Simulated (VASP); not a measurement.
# TaRu2 (P6/mmm) in VASP: notebook

Runs on TaRu2. Level: PBE. Tasks: single point, relaxation of cell and atoms.

Everything below comes from runs of VASP 6.6.1. Logs are shortened: lines on timing, memory, paths and dates and some standing lists are left out, and cuts for length are marked.

## Step 1: The cell of the first run

The structure is hexagonal, space group P6/mmm (No. 191). Conventional cell: a = 4.631 Å, b = 4.631 Å, c = 2.684 Å, α = 90.00°, β = 90.00°, γ = 120.00°. Within 3.5 Å of Ta (site symmetry 6/mmm) lie 6 Ru at 2.67 Å and 2 Ta at 2.68 Å. Ru (site symmetry -6m2) has 5 Ru at 2.67 to 2.68 Å and 3 Ta at 2.67 Å within 3.5 Å.

## Step 2: Single point, PBE, collinear spin, ferromagnetic start

Contents of INCAR:

```
SYSTEM = TaRu2
  ALGO = Normal
  EDIFF = 1E-7
  ENCUT = 520
  GGA = PE
  ISIF = 2
  ISMEAR = 0
  ISPIN = 2
  LASPH = .TRUE.
  LCHARG = .FALSE.
  LMAXMIX = 4
  LORBIT = 11
  LREAL = .FALSE.
  LWAVE = .FALSE.
  MAGMOM = 0 1 1
  NBANDS = 30
  NELM = 150
  PREC = Accurate
  SIGMA = 0.1
```

Contents of KPOINTS:

```
k-points
0
G
  6 6 6
  0 0 0
```

Contents of POSCAR:

```
TaRu2
1.0
    4.6311068293      0.0000000000      0.0000000000
   -2.3155534147      4.0106561618      0.0000000000
    0.0000000000      0.0000000000      2.6839027549
Ta Ru
1 2
Direct
    0.0000000000      0.0000000000      0.0000000000
    0.3333333333      0.6666666667      0.0000000000
    0.6666666667      0.3333333333      0.0000000000
```

Potentials or basis: VASP PAW PBE potentials, release 64 (Ta_pv, Ru_pv).

On the command line:

```
> cat potpaw_PBE.64/Ta_pv/POTCAR potpaw_PBE.64/Ru_pv/POTCAR > POTCAR
> mpirun -np 1 vasp_std > vasp.out
```

OUTCAR:

```text
SYSTEM = TaRu2
   EDIFF = 1E-7
   ENCUT = 520
   GGA = PE
   ISIF = 2
   ISMEAR = 0
   ISPIN = 2
   LASPH = .TRUE.
   LORBIT = 11
   LREAL = .FALSE.
   NELM = 150
   PREC = Accurate

 ion  position               nearest neighbor table
   1  0.000  0.000  0.000-   2 2.67   3 2.67   3 2.67   2 2.67   3 2.67   2 2.67
   2  0.333  0.667  0.000-   3 2.67   3 2.67   1 2.67   1 2.67   1 2.67   3 2.67
   3  0.667  0.333  0.000-   2 2.67   2 2.67   1 2.67   1 2.67   1 2.67   2 2.67

  LATTYP: Found a hexagonal cell.
 ALAT       =     4.6311068293
 C/A-ratio  =     0.5795380789

  Lattice vectors:

 A1 = (   4.6311068293,   0.0000000000,   0.0000000000)
 A2 = (  -2.3155534147,   4.0106561618,   0.0000000000)
 A3 = (   0.0000000000,   0.0000000000,   2.6839027549)

Analysis of symmetry for initial positions (statically):
=====================================================================
 Subroutine PRICEL returns:
 Original cell was already a primitive cell.

 Routine SETGRP: Setting up the symmetry group for a
 hexagonal supercell.

 Subroutine GETGRP returns: Found 24 space group operations
 (whereof 24 operations were pure point group operations)
 out of a pool of 24 trial point group operations.

The static configuration has the point symmetry D_6h.

Analysis of symmetry for dynamics (positions and initial velocities):
=====================================================================
 Subroutine PRICEL returns:
 Original cell was already a primitive cell.

 Routine SETGRP: Setting up the symmetry group for a
 hexagonal supercell.

 Subroutine GETGRP returns: Found 24 space group operations
 (whereof 24 operations were pure point group operations)
 out of a pool of 24 trial point group operations.

The dynamic configuration has the point symmetry D_6h.

Analysis of structural, dynamic, and magnetic symmetry:
=====================================================================
 Subroutine PRICEL returns:
 Original cell was already a primitive cell.

 Routine SETGRP: Setting up the symmetry group for a
 hexagonal supercell.

 Subroutine GETGRP returns: Found 24 space group operations
 (whereof 24 operations were pure point group operations)
 out of a pool of 24 trial point group operations.

The overall configuration has the point symmetry D_6h.

 Subroutine INISYM returns: Found 24 space group operations
 (whereof 24 operations are pure point group operations),
 and found     1 'primitive' translations

----------------------------------------------------------------------------------------

                                     Primitive cell

  volume of cell :      49.8502

  direct lattice vectors                    reciprocal lattice vectors
     4.631106829  0.000000000  0.000000000     0.215931102  0.124667880  0.000000000
    -2.315553415  4.010656162  0.000000000     0.000000000  0.249335759  0.000000000
     0.000000000  0.000000000  2.683902755     0.000000000  0.000000000  0.372591741

  length of vectors
     4.631106829  4.631106829  2.683902755     0.249335759  0.249335759  0.372591741

  position of ions in fractional coordinates (direct lattice)
     0.000000000  0.000000000  0.000000000
     0.333333333  0.666666667  0.000000000
     0.666666667  0.333333333  0.000000000

  ion indices of the primitive-cell ions
   primitive index   ion index
                 1           1
                 2           2
                 3           3

----------------------------------------------------------------------------------------

 KPOINTS: k-points

Automatic generation of k-mesh.
 Grid dimensions read from file:
 generate k-points for:    6    6    6

 Generating k-lattice:

  Cartesian coordinates                     Fractional coordinates (reciprocal lattice)
     0.035988517  0.020777980  0.000000000     0.166666667  0.000000000  0.000000000
     0.000000000  0.041555960  0.000000000     0.000000000  0.166666667  0.000000000
     0.000000000  0.000000000  0.062098623     0.000000000  0.000000000  0.166666667

  Length of vectors
     0.041555960  0.041555960  0.062098623

  Shift w.r.t. Gamma in fractional coordinates (k-lattice)
     0.000000000  0.000000000  0.000000000

 Subroutine IBZKPT returns following result:
 ===========================================

 Found     28 irreducible k-points:

 Following reciprocal coordinates:
            Coordinates               Weight
  0.000000  0.000000  0.000000      1.000000
  0.166667  0.000000  0.000000      6.000000
  0.333333  0.000000  0.000000      6.000000
  0.500000  0.000000  0.000000      3.000000
  0.166667  0.166667  0.000000      6.000000
  0.333333  0.166667  0.000000     12.000000
[... 16 lines left out ...]
  0.166667  0.000000  0.500000      6.000000
  0.333333  0.000000  0.500000      6.000000
 [... further k-points ...]
   k-points           NKPTS =     28   k-points in BZ     NKDIM =     28   number of bands    NBANDS=     30
[... 65 lines left out ...]

  energy without entropy =      -28.03696940  energy(sigma->0) =      -28.04739196

 E-fermi :   8.7046     XC(G=0): -12.8517

 val. band max:        8.6901733644   @ k =   0.0000   0.0000   0.1667
 cond. band min:       8.7063872575   @ k =   0.1667   0.0000   0.3333
 fundamental gap:      0.0162138932
 Fermi energy:         8.7045602482

 spin component 1

 k-point     1 :       0.0000    0.0000    0.0000
  band No.  band energies     occupation
      1     -34.0221      1.00000
      2     -34.0221      1.00000
      3     -33.6481      1.00000
      4     -33.6481      1.00000
      5     -33.5069      1.00000
      6     -33.4307      1.00000
[... 22 lines left out ...]
     29      17.7914      0.00000
     30      18.2937      0.00000

 k-point     2 :       0.1667    0.0000    0.0000
  band No.  band energies     occupation
      1     -34.0359      1.00000
      2     -34.0075      1.00000
      3     -33.6591      1.00000
      4     -33.6345      1.00000
      5     -33.5023      1.00000
      6     -33.4352      1.00000
[... 22 lines left out ...]
     29      18.3333      0.00000
     30      19.4186      0.00000

 k-point     3 :       0.3333    0.0000    0.0000
  band No.  band energies     occupation
      1     -34.0612      1.00000
      2     -33.9626      1.00000
      3     -33.6979      1.00000
      4     -33.6096      1.00000
      5     -33.4906      1.00000
      6     -33.4468      1.00000
[... 682 lines left out ...]
     29      20.0280      0.00000
     30      20.1078      0.00000

 k-point    24 :       0.3333    0.0000    0.5000
  band No.  band energies     occupation
      1     -34.0396      1.00000
      2     -33.9953      1.00000
      3     -33.9785      1.00000
      4     -33.9002      1.00000
      5     -33.6447      1.00000
      6     -33.5594      1.00000
[... 22 lines left out ...]
     29      17.2015      0.00000
     30      18.9911      0.00000

 [... further k-points ...]

 spin component 2

 k-point     1 :       0.0000    0.0000    0.0000
  band No.  band energies     occupation
      1     -34.0220      1.00000
      2     -34.0220      1.00000
      3     -33.6481      1.00000
      4     -33.6481      1.00000
      5     -33.5069      1.00000
      6     -33.4307      1.00000
[... 22 lines left out ...]
     29      17.7914      0.00000
     30      18.2937      0.00000

 k-point     2 :       0.1667    0.0000    0.0000
  band No.  band energies     occupation
      1     -34.0359      1.00000
      2     -34.0075      1.00000
      3     -33.6591      1.00000
      4     -33.6344      1.00000
      5     -33.5023      1.00000
      6     -33.4352      1.00000
[... 22 lines left out ...]
     29      18.3334      0.00000
     30      19.4186      0.00000

 k-point     3 :       0.3333    0.0000    0.0000
  band No.  band energies     occupation
      1     -34.0612      1.00000
      2     -33.9626      1.00000
      3     -33.6978      1.00000
      4     -33.6096      1.00000
      5     -33.4906      1.00000
      6     -33.4467      1.00000
[... 682 lines left out ...]
     29      19.9650      0.00000
     30      20.0408      0.00000

 k-point    24 :       0.3333    0.0000    0.5000
  band No.  band energies     occupation
      1     -34.0396      1.00000
      2     -33.9953      1.00000
      3     -33.9785      1.00000
      4     -33.9002      1.00000
      5     -33.6447      1.00000
      6     -33.5594      1.00000
[... 22 lines left out ...]
     29      17.2015      0.00000
     30      18.9911      0.00000

 [... further k-points ...]
[... 5 lines left out ...]
  --------------------------------------------------------------------------------------
  -------------------------------------------------------------------------------------
  Total        0.1214243      0.1214243      0.0288506     -0.0000000      0.0000000     -0.0000000
  in kB        3.9025560      3.9025560      0.9272520     -0.0000000      0.0000000     -0.0000000
  external PRESSURE =       2.9107880 kB  Pullay stress =       0.0000000 kB

 VOLUME and BASIS-vectors are now :
 -----------------------------------------------------------------------------
  energy-cutoff  :      520.00
  volume of cell :       49.85
      direct lattice vectors                 reciprocal lattice vectors
     4.631106829  0.000000000  0.000000000     0.215931102  0.124667880  0.000000000
    -2.315553415  4.010656162  0.000000000     0.000000000  0.249335759  0.000000000
     0.000000000  0.000000000  2.683902755     0.000000000  0.000000000  0.372591741

 POSITION                                       TOTAL-FORCE (eV/Angst)
 -----------------------------------------------------------------------------------
      0.00000      0.00000      0.00000         0.000000      0.000000      0.000000
     -0.00000      2.67377      0.00000        -0.000000      0.000000     -0.000000
      2.31555      1.33689      0.00000         0.000000     -0.000000      0.000000
 -----------------------------------------------------------------------------------
    total drift:                                0.000000      0.000000      0.000000

  FREE ENERGIE OF THE ION-ELECTRON SYSTEM (eV)
  ---------------------------------------------------
  free  energy   TOTEN  =       -28.0578145142 eV

  energy  without entropy=      -28.0369693989  energy(sigma->0) =      -28.04739196

 total charge

# of ion       s       p       d       tot
------------------------------------------
    1        0.424   6.136   2.423   8.982
    2        0.386   6.205   6.062  12.654
    3        0.386   6.205   6.062  12.654
--------------------------------------------------
tot          1.196  18.546  14.547  34.290

 magnetization (x)

# of ion       s       p       d       tot
------------------------------------------
    1        0.000  -0.000   0.000   0.000
    2       -0.000   0.000   0.000   0.000
    3       -0.000   0.000   0.000   0.000
--------------------------------------------------
tot         -0.000   0.000   0.000   0.000
```

Run time: 78 s. Hardware: 1 thread of AMD EPYC 9R45 (Zen 5), shared host; peak memory 0.18 GiB.

What came out:

- Free energy: -28.0578 eV
- Pressure: 0.3 GPa
- Net moment: 0.00 μB per cell
- Valence electrons inside the program's atomic spheres: Ta 8.98; Ru 12.65

Levels at points of the mesh, in eV from the Fermi level:
Spin up:
```
           k point  band 15  band 16  band 17  band 18  band 19  band 20  band 21  band 22  band 23  band 24
(0.00, 0.00, 0.00)    -2.48    -2.48    -2.21    -0.87    -0.87    -0.44    -0.44     0.44     0.44     4.72
(0.50, 0.00, 0.00)    -3.36    -2.67    -2.21    -0.86    -0.25     0.37     0.72     0.94     1.06     3.05
(0.00, 0.00, 0.50)    -1.66    -1.66    -1.48    -1.48    -0.70     0.70     0.70     1.08     1.08     2.18
(0.50, 0.00, 0.50)    -2.37    -1.96    -1.79    -1.18    -0.29     0.57     1.14     3.77     4.09     4.56
```
Spin down:
```csv
k point,band 17,band 18,band 19,band 20,band 21,band 22
"(0.00, 0.00, 0.00)",-2.21,-0.87,-0.87,-0.44,-0.44,0.44
"(0.50, 0.00, 0.00)",-2.21,-0.86,-0.25,0.37,0.72,0.94
"(0.00, 0.00, 0.50)",-1.48,-1.48,-0.70,0.70,0.70,1.08
"(0.50, 0.00, 0.50)",-1.79,-1.18,-0.29,0.57,1.14,3.77
```

Caveat: the k points lie up to 0.39 Å⁻¹ apart; spin-orbit coupling is left out, which moves the levels of the heavy elements.

## Step 3: Single point, PBE

This run uses another cell than the first one, of 16.58 Å³/atom, 0.998 times its volume.

Contents of INCAR:

```
ALGO = Fast
EDIFF = 1E-7
ENCUT = 520
GGA = PE
ISIF = 2
ISMEAR = 0
LASPH = True
LCHARG = False
LREAL = False
LWAVE = False
NBANDS = 26
NELM = 80
PREC = Accurate
SIGMA = 0.1
```

Contents of KPOINTS:

```
k-points
0
Gamma
  12 12 18
```

Contents of POSCAR:

```
TaRu2
1.0
    4.6423470272      0.0000000000      0.0000000000
   -2.3211735136      4.0203904587      0.0000000000
    0.0000000000      0.0000000000      2.6653257396
Ta Ru
1 2
Direct
    0.0000000000      0.0000000000      0.0000000000
    0.3333333333      0.6666666667      0.0000000000
    0.6666666667      0.3333333333      0.0000000000
```

Potentials or basis: VASP PAW PBE potentials, release 64 (Ta_pv, Ru_pv).

On the command line:

```
> cat potpaw_PBE.64/Ta_pv/POTCAR potpaw_PBE.64/Ru_pv/POTCAR > POTCAR
> mpirun -np 1 vasp_std > vasp.out
```

Run time: 4.2 min. Hardware: 1 thread of AMD EPYC 9R45 (Zen 5), shared host; peak memory 0.3 GiB.

Results (log left out):

- Free energy: -28.0315 eV
- Pressure: 0.1 GPa

Levels at points of the mesh, in eV from the Fermi level:
| k point | band 15 | band 16 | band 17 | band 18 | band 19 | band 20 | band 21 | band 22 | band 23 | band 24 |
| --- | --- | --- | --- | --- | --- | --- | --- | --- | --- | --- |
| (0.00, 0.00, 0.00) | -2.53 | -2.53 | -2.53 | -0.97 | -0.97 | -0.40 | -0.40 | 0.46 | 0.46 | 4.63 |
| (0.50, 0.00, 0.00) | -3.39 | -2.74 | -2.48 | -0.81 | -0.22 | 0.39 | 0.65 | 0.95 | 0.95 | 2.92 |
| (0.00, 0.00, 0.50) | -1.67 | -1.67 | -1.50 | -1.50 | -0.70 | 0.65 | 0.65 | 0.89 | 0.89 | 2.21 |
| (0.50, 0.00, 0.50) | -2.37 | -1.98 | -1.81 | -1.26 | -0.45 | 0.34 | 1.10 | 3.80 | 3.99 | 4.46 |

Caveat: spin-orbit coupling is left out, which moves the levels of the heavy elements.

## Step 4: Relaxation of cell and atoms, PBE

Contents of INCAR:

```
  PREC = Accurate
  ENCUT = 600
  EDIFF = 1E-7
  ISMEAR = 0
  SIGMA = 0.1
  LREAL = False
  LASPH = True
  NELM = 60
  ALGO = Fast
  ISIF = 3
  LWAVE = False
  LCHARG = False
  GGA = PE
  IBRION = 2
  NSW = 100
  EDIFFG = -0.01
```

Contents of KPOINTS:

```
Automatic mesh
0
Gamma
  12 12 18
```

Contents of POSCAR:

```
TaRu2
1.0
    4.6311068293      0.0000000000      0.0000000000
   -2.3155534147      4.0106561618      0.0000000000
    0.0000000000      0.0000000000      2.6839027549
Ta Ru
1 2
Direct
    0.0000000000      0.0000000000      0.0000000000
    0.3333333333      0.6666666667      0.0000000000
    0.6666666667      0.3333333333      0.0000000000
```

On the command line:

```
> cat potpaw_PBE.64/Ta_pv/POTCAR potpaw_PBE.64/Ru_pv/POTCAR > POTCAR
> mpirun -np 1 vasp_std > vasp.out
```

Run time: 17 min. Hardware: 1 thread of AMD EPYC 9R45 (Zen 5), shared host; peak memory 0.37 GiB.

The run converged. Its results:

- Free energy: -28.0323 eV
- Relaxed volume: 16.59 Å³/atom
- Relaxed cell: a = 4.643 Å, b = 4.643 Å, c = 2.665 Å, α = 90.00°, β = 90.00°, γ = 120.00°
- Space group after relaxing (to 0.05 Å): P6/mmm (No. 191)
- Energy gained by relaxing: 1.0 meV/atom
- Ionic steps: 5
- Pressure after relaxing: 0.0 GPa

The path:
| step | energy change (eV) | largest force (eV/Å) | pressure (GPa) | volume (Å³) |
| --- | --- | --- | --- | --- |
| 1 | 0.0000 | 0.0000 | 0.04 | 49.85 |
| 2 | -0.0017 | 0.0000 | -0.61 | 49.88 |
| 3 | -0.0028 | 0.0000 | -0.39 | 49.87 |
| 4 | -0.0025 | 0.0000 | 0.70 | 49.60 |
| 5 | -0.0029 | 0.0000 | 0.00 | 49.77 |

Final structure:
```
Ta Ru
1.0
     4.64342    0.00000    0.00000
    -2.32171    4.02132    0.00000
     0.00000    0.00000    2.66544
Ta Ru
1 2
Direct
  0.00000 0.00000 0.00000
  0.33333 0.66667 0.00000
  0.66667 0.33333 0.00000
```

Levels at points of the mesh, in eV from the Fermi level:
```
           k point  band 16  band 17  band 18  band 19  band 20  band 21  band 22  band 23
(0.00, 0.00, 0.00)    -2.53    -2.53    -0.97    -0.97    -0.40    -0.40     0.46     0.46
(0.50, 0.00, 0.00)    -2.74    -2.48    -0.81    -0.21     0.39     0.65     0.95     0.95
(0.00, 0.00, 0.50)    -1.67    -1.50    -1.50    -0.70     0.65     0.65     0.88     0.88
(0.50, 0.00, 0.50)    -1.98    -1.81    -1.26    -0.45     0.34     1.10     3.80     3.99
```

Caveat: the bands computed are all filled at some k points, so no gap is given; spin-orbit coupling is left out, which moves the levels of the heavy elements.

## Step 5: Overview

```tsv
task	spin	cell	k mesh	cutoff (eV)	gap on the mesh (eV)	pressure (GPa)
single point	collinear, ferromagnetic start	a = 4.631, b = 4.631, c = 2.684 Å, angles 90.0, 90.0, 120.0°, 3 atoms	6 × 6 × 6	520	none	0.3
single point	off	a = 4.642, b = 4.642, c = 2.665 Å, angles 90.0, 90.0, 120.0°, 3 atoms	12 × 12 × 18	520	none	0.1
relaxation of cell and atoms	off	relaxed from a = 4.631, b = 4.631, c = 2.684 Å, angles 90.0, 90.0, 120.0°, 3 atoms	12 × 12 × 18	600	-	0.0
```

Alike in all rows: level PBE; potentials or basis VASP PAW PBE potentials, release 64 (Ta_pv, Ru_pv); smearing gaussian 0.1 eV.

Caveats: some runs use coarse meshes; spin-orbit coupling is left out, which moves the levels of the heavy elements; the bands computed are all filled at some k points, so no gap is given (some runs).

Total energies depend on the potentials used, so only differences within one code and one set of settings carry meaning.
